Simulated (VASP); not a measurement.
A run of VASP 6.6.1 is set up as follows.

Contents of POSCAR:

```
BaTe
1.0
   -0.0474385061      3.5202722075      3.5202722075
    3.5202722075     -0.0474385061      3.5202722075
    3.5202722075      3.5202722075     -0.0474385061
Ba Te
1 1
Direct
    0.0000000000      0.0000000000      0.0000000000
    0.5000000000      0.5000000000      0.5000000000
```

Contents of INCAR.step1:

```
PREC     = Accurate       # precision mode
ENCUT    = 520            # plane-wave cutoff, eV
ISMEAR   = 0              # smearing method
SIGMA    = 0.01           # smearing width, eV
LREAL    = F              # projectors in reciprocal space
LASPH    = T              # aspherical terms in the spheres
NELM     = 100            # most SCF steps
NBANDS   = 15             # bands
GGA      = PE             # functional
ALGO     = Normal         # electronic algorithm
EDIFF    = 1E-4           # SCF threshold, eV
LWAVE    = T              # write WAVECAR
LCHARG   = F              # write CHGCAR
```

The input INCAR.step2:

```
PREC     = Accurate       # precision mode
ENCUT    = 520            # plane-wave cutoff, eV
EDIFF    = 1E-6           # SCF threshold, eV
ISMEAR   = 0              # smearing method
SIGMA    = 0.01           # smearing width, eV
LREAL    = F              # projectors in reciprocal space
LASPH    = T              # aspherical terms in the spheres
NELM     = 100            # most SCF steps
ALGO     = Normal         # electronic algorithm
ISIF     = 2              # what is computed and relaxed
LWAVE    = F              # write WAVECAR
LCHARG   = T              # write CHGCAR
METAGGA  = R2SCAN         # meta-GGA
LMIXTAU  = T            
LELF     = T              # ELF
LVHAR    = T            
NBANDS   = 15             # bands
ISTART   = 1
```

KPOINTS

```
regular mesh
0
Gamma
  6 6 6
```

Potentials or basis: VASP PAW PBE potentials, release 64 (Ba_sv, Te).

Command:

```bash
$ cat potpaw_PBE.64/Ba_sv/POTCAR potpaw_PBE.64/Te/POTCAR > POTCAR
$ cp INCAR.step1 INCAR
$ mpirun -np 1 vasp_std > vasp.out
$ cp INCAR.step2 INCAR
$ mpirun -np 1 vasp_std > vasp.out
```

Question: Predict the band gap on the k mesh.

Answer: 1.90 eV, indirect (least direct gap 2.31 eV).

Question: Predict the pressure.

Answer: 0.0 GPa.

Stress tensor (GPa, compression positive):
```
-0.01  0.16  0.16
 0.16 -0.01  0.16
 0.16  0.16 -0.01
```

Caveat: the cell differs from its parent crystal (epitaxial 111 strain +1.0%); the PAW data sets were made with another functional, which shifts forces and pressure a little; spin-orbit coupling is left out, which moves the levels of the heavy elements. A k mesh can miss the band edges.
